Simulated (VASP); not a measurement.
Write the native input for VASP 6.6.1 that does the following.

```yaml
Task: single point
Functional: PBE
Potentials_or_basis: VASP PAW PBE potentials, release 64 (Ba_sv, O)
Cutoff: 600 eV
k_mesh: 6 × 6 × 6
Occupations: gaussian, width 0.1 eV
Spin: no spin polarisation
Dipole_correction: no
Further_INCAR_settings: ALGO = Normal; EDIFF = 1e-06; NBANDS = 15
```

The structure of BaO (b) lies in POSCAR:

```
BaO
1.0
    0.0000000000      2.7903917100      2.7903917100
    2.7903917100      0.0000000000      2.7903917100
    2.7903917100      2.7903917100      0.0000000000
Ba O
1 1
Direct
    0.0000000000      0.0000000000      0.0000000000
    0.5000000000      0.5000000000      0.5000000000
```

The input as run:

INCAR

```
SYSTEM = BaO
PREC = Accurate
ENCUT = 600
EDIFF = 1E-6
ISMEAR = 0
SIGMA = 0.1
LREAL = .FALSE.
LASPH = .TRUE.
NELM = 120
ALGO = Normal
ISIF = 2
LWAVE = .FALSE.
LCHARG = .FALSE.
GGA = PE
NBANDS = 15
GGA_COMPAT = .FALSE.
```

KPOINTS

```
regular mesh
0
G
  6 6 6
  0 0 0
```

Potentials or basis: VASP PAW PBE potentials, release 64 (Ba_sv, O).

Run with:

```bash
$ cat potpaw_PBE.64/Ba_sv/POTCAR potpaw_PBE.64/O/POTCAR > POTCAR
$ mpirun -np 1 vasp_std > vasp.out
```

Results of the run:

| Property | Result |
| --- | --- |
| Pressure | 1.2 GPa |
| Band gap on the k mesh | 2.05 eV, direct |

Caveat: spin-orbit coupling is left out, which moves the levels of the heavy elements.

Wall time 5.3 s on 1 thread of Intel(R) Xeon(R) 6975P-C (Granite Rapids) (shared host), peak memory 0.17 GiB.
